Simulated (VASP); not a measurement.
Crystal: Pb.

```
Pb
1.0
     0.00000    2.42450    2.42450
     2.42450    0.00000    2.42450
     2.42450    2.42450    0.00000
Pb
1
Direct
  0.00000 0.00000 0.00000
```

Base run:

* Program: VASP 6.6.1
* Functional: PBEsol
* Dispersion: D4
* Potentials or basis: VASP PAW PBE potentials, release 64 (Pb_d)
* Cutoff: 520 eV
* k mesh: 9 × 9 × 9
* Occupations: fermi-dirac, width 0.05 eV
* Spin: no spin polarisation

Its results: band gap on the k mesh zero (band 7 reaches 15.72 eV, above the bottom of band 8 at 6.13 eV); pressure 1.2 GPa.

Question: After a change of settings the same cell gave: band gap on the k mesh zero (band 7 reaches 16.25 eV, above the bottom of band 8 at 6.88 eV); pressure 4.1 GPa. Which change was it?
A. functional from PBEsol to BLYP; dispersion from D4 to D3(BJ)
B. dispersion from D4 to none
C. functional from PBEsol to BLYP; further incar settings from ALGO = Normal; EDIFF = 1e-06; NBANDS = 13 to ALGO = Normal; EDIFF = 1e-07; NBANDS = 13
D. functional from PBEsol to PBE exchange alone; dispersion from D4 to none

Answer: A.

Caveats: the PAW data sets were made with another functional, which shifts forces and pressure a little; spin-orbit coupling is left out, which moves the levels of the heavy elements; pairwise dispersion overbinds metals, which lowers pressure and volume.
